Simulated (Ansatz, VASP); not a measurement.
One calculation of WS2, two programs

Contents of POSCAR:

```
WS2
1.0
    3.1800000000      0.0000000000      0.0000000000
   -1.5900000000      2.7539607840      0.0000000000
    0.0000000000      0.0000000000     12.5000000000
W S
2 4
Direct
    0.6666666667      0.3333333333      0.7500000000
    0.3333333333      0.6666666667      0.2500000000
    0.6666666667      0.3333333333      0.3750000000
    0.3333333333      0.6666666667      0.8750000000
    0.6666666667      0.3333333333      0.1250000000
    0.3333333333      0.6666666667      0.6250000000
```

File INCAR.step1:

```
SYSTEM = WS2
  PREC = Accurate
  ENCUT = 520
  ISMEAR = -1
  SIGMA = 0.05
  LREAL = .FALSE.
  LASPH = .TRUE.
  NELM = 100
  NBANDS = 35
  GGA = PE
  ALGO = Normal
  EDIFF = 1E-4
  LWAVE = .TRUE.
  LCHARG = .FALSE.
```

INCAR.step2

```
SYSTEM = WS2
  PREC = Accurate
  ENCUT = 520
  EDIFF = 1E-6
  ISMEAR = -1
  SIGMA = 0.05
  LREAL = .FALSE.
  LASPH = .TRUE.
  NELM = 100
  ALGO = Normal
  ISIF = 2
  LWAVE = .FALSE.
  LCHARG = .FALSE.
  METAGGA = R2SCAN
  LMIXTAU = .TRUE.
  NBANDS = 35
  ISTART = 1
```

The input KPOINTS:

```
Automatic mesh
0
G
  10 10 3
  0 0 0
```

Contents of input.yaml:

```yaml
crystal:
  lattice:
    - [3.18, 0.0, 0.0]
    - [-1.59, 2.753960784, 0.0]
    - [0.0, 0.0, 12.5]
  atoms:
    - { symbol: W, position: [0.6666666667, 0.3333333333, 0.75] }
    - { symbol: W, position: [0.3333333333, 0.6666666667, 0.25] }
    - { symbol: S, position: [0.6666666667, 0.3333333333, 0.375] }
    - { symbol: S, position: [0.3333333333, 0.6666666667, 0.875] }
    - { symbol: S, position: [0.6666666667, 0.3333333333, 0.125] }
    - { symbol: S, position: [0.3333333333, 0.6666666667, 0.625] }
hamiltonian:
  xc: r2scan
  pseudopotentials: { kind: paw }
kpoints:
  mp_grid: { grid: [10, 10, 3] }
  band_path:
    path:
      - [[0.0, 0.0, 0.0], [0.5, 0.0, 0.0], [0.3333333333, 0.3333333333, 0.0], [0.0, 0.0, 0.0], [0.0, 0.0, 0.5], [0.5, 0.0, 0.5], [0.3333333333, 0.3333333333, 0.5], [0.0, 0.0, 0.5]]
      - [[0.5, 0.0, 0.5], [0.5, 0.0, 0.0]]
      - [[0.3333333333, 0.3333333333, 0.0], [0.3333333333, 0.3333333333, 0.5]]
    npoints: 14
scf:
  occupations: { method: fermi_dirac, width: 0.05 }
  n_extra_bands: 15
output:
  forces: true
  stress: true
  eigenvalues: true
  fatbands: false
  write_density: true
  write_potential: true
  elf: true
  volumetric_format: npy
```

Alike in both runs: functional r2SCAN; k mesh 10 × 10 × 3; occupations fermi-dirac, width 0.05 eV; no spin polarisation.

|  | VASP | Ansatz |
| --- | --- | --- |
| version | VASP 6.6.1 | Ansatz 0.2.0 |
| potentials or method | VASP PAW PBE potentials, release 64 (W_sv, S) | Ansatz PAW |
| plane-wave cutoff (eV) | 520 | 500 |
| valence electrons in the cell | 52 | 52 |
| task | single point | band structure |

```tsv
	VASP	Ansatz	Ansatz less VASP
gap on the k mesh at the Fermi level (eV)	1.24	1.23	-0.013
least direct gap on the mesh (eV)	2.21	2.21	-0.003
pressure (GPa)	0.4	0.2	-0.18
traceless stress, the component that is largest in VASP (GPa)	0.18	0.24	+0.057
rms of the force components (eV/Å)	0.044	0.055	+0.0104
```

VASP's potentials were made for PBE, not for r2SCAN. Atom by atom the forces differ by 0.010 eV/Å (rms over components).

Spin-orbit coupling is off throughout. Noted on Ansatz's run: the k mesh misses the band edges, so the gap on the mesh is wider than the one along the path.
